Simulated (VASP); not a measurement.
# Al (Fm-3m) in VASP: elastic constants with PBE

Aim: the elastic constants of Al with PBE.

Everything below comes from runs of VASP 6.6.1. Logs are shortened: lines on timing, memory, paths and dates and some standing lists are left out, and cuts for length are marked.

### 1 The cell of the first run

Symmetry: Fm-3m, No. 225, cubic system. The conventional cell has a = 4.044 Å, b = 4.044 Å, c = 4.044 Å, α = 90.00°, β = 90.00°, γ = 90.00°. Al (site symmetry m-3m) has 12 Al at 2.86 Å within 3.8 Å.

### 2 Elastic constants, PBE

Input file INCAR:

```
SYSTEM = Al
  PREC = Accurate
  ENCUT = 600
  EDIFF = 1E-8
  ISMEAR = 0
  SIGMA = 0.1
  LREAL = .FALSE.
  LASPH = .TRUE.
  NELM = 80
  ALGO = Normal
  ISIF = 3
  LWAVE = .FALSE.
  LCHARG = .FALSE.
  GGA = PE
  IBRION = 6
  NFREE = 2
  POTIM = 0.015
  NSW = 1
```

Input file KPOINTS:

```
regular mesh
0
G
  12 12 12
  0 0 0
```

Input file POSCAR:

```
Al
1.0
    0.0000000000      2.0221367250      2.0221367250
    2.0221367250      0.0000000000      2.0221367250
    2.0221367250      2.0221367250      0.0000000000
Al
1
Direct
    0.0000000000      0.0000000000      0.0000000000
```

Potentials or basis: VASP PAW PBE potentials, release 64 (Al).

Run with:

```bash
$ cat potpaw_PBE.64/Al/POTCAR > POTCAR
$ mpirun -np 1 vasp_std > vasp.out
```

OUTCAR:

```text
SYSTEM = Al
   PREC = Accurate
   ENCUT = 600
   EDIFF = 1E-8
   ISMEAR = 0
   LREAL = .FALSE.
   LASPH = .TRUE.
   NELM = 80
   ISIF = 3
   GGA = PE
   IBRION = 6
   NFREE = 2
   POTIM = 0.015
   NSW = 1

 ion  position               nearest neighbor table
   1  0.000  0.000  0.000-

  LATTYP: Found a face centered cubic cell.
 ALAT       =     4.0442734500

  Lattice vectors:

 A1 = (   0.0000000000,   2.0221367250,   2.0221367250)
 A2 = (   2.0221367250,   0.0000000000,   2.0221367250)
 A3 = (   2.0221367250,   2.0221367250,   0.0000000000)

Analysis of symmetry for initial positions (statically):
=====================================================================
 Subroutine PRICEL returns:
 Original cell was already a primitive cell.

 Routine SETGRP: Setting up the symmetry group for a
 face centered cubic supercell.

 Subroutine GETGRP returns: Found 48 space group operations
 (whereof 48 operations were pure point group operations)
 out of a pool of 48 trial point group operations.

The static configuration has the point symmetry O_h .

Analysis of symmetry for dynamics (positions and initial velocities):
=====================================================================
 Subroutine PRICEL returns:
 Original cell was already a primitive cell.

 Routine SETGRP: Setting up the symmetry group for a
 face centered cubic supercell.

 Subroutine GETGRP returns: Found 48 space group operations
 (whereof 48 operations were pure point group operations)
 out of a pool of 48 trial point group operations.

The dynamic configuration has the point symmetry O_h .

 Subroutine INISYM returns: Found 48 space group operations
 (whereof 48 operations are pure point group operations),
 and found     1 'primitive' translations

----------------------------------------------------------------------------------------

                                     Primitive cell

  volume of cell :      16.5372

  direct lattice vectors                    reciprocal lattice vectors
     0.000000000  2.022136725  2.022136725    -0.247263201  0.247263201  0.247263201
     2.022136725  0.000000000  2.022136725     0.247263201 -0.247263201  0.247263201
     2.022136725  2.022136725  0.000000000     0.247263201  0.247263201 -0.247263201

  length of vectors
     2.859733181  2.859733181  2.859733181     0.428272427  0.428272427  0.428272427

  position of ions in fractional coordinates (direct lattice)
     0.000000000  0.000000000  0.000000000

  ion indices of the primitive-cell ions
   primitive index   ion index
                 1           1

----------------------------------------------------------------------------------------

 KPOINTS: regular mesh

Automatic generation of k-mesh.
 Grid dimensions read from file:
 generate k-points for:   12   12   12

 Generating k-lattice:

  Cartesian coordinates                     Fractional coordinates (reciprocal lattice)
    -0.020605267  0.020605267  0.020605267     0.083333333  0.000000000  0.000000000
     0.020605267 -0.020605267  0.020605267     0.000000000  0.083333333  0.000000000
     0.020605267  0.020605267 -0.020605267     0.000000000  0.000000000  0.083333333

  Length of vectors
[... 89 lines left out ...]
  energy-cutoff  :      600.00
  volume of cell :       16.54
 maximum number of plane-waves:       568
   NGX = 11   NGY = 11   NGZ = 11

--------------------------------------- Ionic step        1  -------------------------------------------

 number of electron       3.0000000 magnetization

 Free energy of the ion-electron system (eV)
  ---------------------------------------------------
  ext. energy  EPLUGINS =         0.00000000
  ---------------------------------------------------
  free energy    TOTEN  =        -3.75451575 eV

  energy without entropy =       -3.75292770  energy(sigma->0) =       -3.75372173

------------------------ aborting loop because EDIFF is reached ----------------------------------------

  FORCE on cell =-STRESS in cart. coord.  units (eV):
  Direction    XX          YY          ZZ          XY          YZ          ZX
  --------------------------------------------------------------------------------------
  -------------------------------------------------------------------------------------
  Total       -0.0042759     -0.0042759     -0.0042759     -0.0000000     -0.0000000     -0.0000000
  in kB       -0.4142601     -0.4142601     -0.4142601     -0.0000000     -0.0000000     -0.0000000
  external PRESSURE =      -0.4142601 kB  Pullay stress =       0.0000000 kB
[... 86 lines left out ...]
  FREE ENERGIE OF THE ION-ELECTRON SYSTEM (eV)
  ---------------------------------------------------
  free  energy   TOTEN  =        -3.7532693774 eV

  energy  without entropy=       -3.7509402350  energy(sigma->0) =       -3.75210481

[... ionic steps 4 to 12 ...]

--------------------------------------- Ionic step       13  -------------------------------------------

 number of electron       3.0000000 magnetization

------------------------ aborting loop because EDIFF is reached ----------------------------------------
[... 65 lines left out ...]
--------------------------------------- Ionic step       15  -------------------------------------------

 number of electron       3.0000000 magnetization

 Free energy of the ion-electron system (eV)
  ---------------------------------------------------
  ext. energy  EPLUGINS =         0.00000000
  ---------------------------------------------------
  free energy    TOTEN  =        -3.75451576 eV

  energy without entropy =       -3.75292771  energy(sigma->0) =       -3.75372174

 E-fermi :   7.8465     XC(G=0): -10.1879

 val. band max:        7.7395488476   @ k =   0.5000   0.2500   0.0833
 cond. band min:       7.9210523963   @ k =  -0.4167   0.4167   0.0833
 fundamental gap:      0.1815035487
 Fermi energy:         7.8464891851

 k-point     1 :       0.0000    0.0000    0.0000
  band No.  band energies     occupation
      1      -3.1418      2.00000
      2      20.5839      0.00000
      3      20.5839      0.00000
      4      20.5839      0.00000
      5      22.0595      0.00000
[... 177 lines left out ...]
 k-point    24 :      -0.4167    0.1667    0.0000
  band No.  band energies     occupation
      1       3.4245      2.00000
      2       4.8746      2.00000
      3      13.4553      0.00000
      4      16.7421      0.00000
      5      18.5934      0.00000

 [... further k-points ...]

------------------------ aborting loop because EDIFF is reached ----------------------------------------

  FORCE on cell =-STRESS in cart. coord.  units (eV):
  Direction    XX          YY          ZZ          XY          YZ          ZX
  --------------------------------------------------------------------------------------
  -------------------------------------------------------------------------------------
  Total       -0.0042754     -0.0042754     -0.0042754     -0.0000000      0.0000000      0.0000000
  in kB       -0.4142113     -0.4142113     -0.4142113     -0.0000000      0.0000000      0.0000000
  external PRESSURE =      -0.4142113 kB  Pullay stress =       0.0000000 kB
[... 16 lines left out ...]
  FREE ENERGIE OF THE ION-ELECTRON SYSTEM (eV)
  ---------------------------------------------------
  free  energy   TOTEN  =        -3.7545157605 eV

  energy  without entropy=       -3.7529277102  energy(sigma->0) =       -3.75372174

 INTERNAL STRAIN TENSORS FROM STRAINED CELLS
 ============================================

 INTERNAL STRAIN TENSOR FOR ION    1 for displacements in x,y,z  (eV/Angst):
          X           Y           Z          XY          YZ          ZX
  --------------------------------------------------------------------------------
  x     0.00000     0.00000     0.00000     0.00000     0.00000    -0.00000
  y     0.00000     0.00000     0.00000     0.00000     0.00000     0.00000
  z    -0.00000    -0.00000    -0.00000     0.00000    -0.00000    -0.00000

 INTERNAL STRAIN TENSORS FROM DISPLACED ATOMS
 ============================================

 INTERNAL STRAIN TENSOR FOR ION    1 for displacements in x,y,z  (eV/Angst):
          X           Y           Z          XY          YZ          ZX
  --------------------------------------------------------------------------------
  x     0.00000     0.00000     0.00000     0.00000     0.00000     0.00000
  y     0.00000     0.00000     0.00000     0.00000     0.00000     0.00000
  z     0.00000     0.00000     0.00000     0.00000     0.00000     0.00000

 Eigenvectors and eigenvalues of the dynamical matrix
 ----------------------------------------------------

   1 f  =    0.000000 THz     0.000000 2PiTHz    0.000000 cm-1     0.000000 meV
             X         Y         Z           dx          dy          dz
      0.000000  0.000000  0.000000     0.707107   -0.707107    0.000000

   2 f  =    0.000000 THz     0.000000 2PiTHz    0.000000 cm-1     0.000000 meV
             X         Y         Z           dx          dy          dz
      0.000000  0.000000  0.000000    -0.707107   -0.707107    0.000000

   3 f  =    0.000000 THz     0.000000 2PiTHz    0.000000 cm-1     0.000000 meV
             X         Y         Z           dx          dy          dz
      0.000000  0.000000  0.000000     0.000000    0.000000    1.000000

--------------------------------------------------------------------------------------------------------

 ELASTIC MODULI CONTR FROM IONIC RELAXATION (kBar)
 Direction    XX          YY          ZZ          XY          YZ          ZX
 --------------------------------------------------------------------------------
 XX           0.0000      0.0000      0.0000      0.0000      0.0000      0.0000
 YY           0.0000      0.0000      0.0000      0.0000      0.0000      0.0000
 ZZ           0.0000      0.0000      0.0000      0.0000      0.0000      0.0000
 XY           0.0000      0.0000      0.0000      0.0000      0.0000      0.0000
 YZ           0.0000      0.0000      0.0000      0.0000      0.0000      0.0000
 ZX           0.0000      0.0000      0.0000      0.0000      0.0000      0.0000
 --------------------------------------------------------------------------------

 TOTAL ELASTIC MODULI (kBar)
 Direction    XX          YY          ZZ          XY          YZ          ZX
 --------------------------------------------------------------------------------
 XX         943.3313    686.0485    686.0485     -0.0000      0.0000      0.0000
 YY         686.0485    943.3313    686.0485     -0.0000     -0.0000      0.0000
 ZZ         686.0485    686.0485    943.3313      0.0000     -0.0000     -0.0000
 XY          -0.0000     -0.0000      0.0000    689.2725      0.0000      0.0000
 YZ           0.0000     -0.0000     -0.0000      0.0000    689.2725      0.0000
 ZX           0.0000      0.0000     -0.0000      0.0000      0.0000    689.2725
 --------------------------------------------------------------------------------
```

It took 3.5 min on 1 thread of Intel Xeon 8259CL, shared host; peak memory 0.21 GiB.

What came out:

- Elastic constants C11, C12, C44: 94, 69, 69 GPa
- Voigt bulk modulus: 77 GPa

Elastic tensor in Voigt notation (GPa, in the Cartesian axes of the cell as first typed):
```
94 69 69  0  0  0
69 94 69  0  0  0
69 69 94  0  0  0
 0  0  0 69  0  0
 0  0  0  0 69  0
 0  0  0  0  0 69
```

Clamped-ion elastic tensor (GPa):
```
94 69 69  0  0  0
69 94 69  0  0  0
69 69 94  0  0  0
 0  0  0 69  0  0
 0  0  0  0 69  0
 0  0  0  0  0 69
```
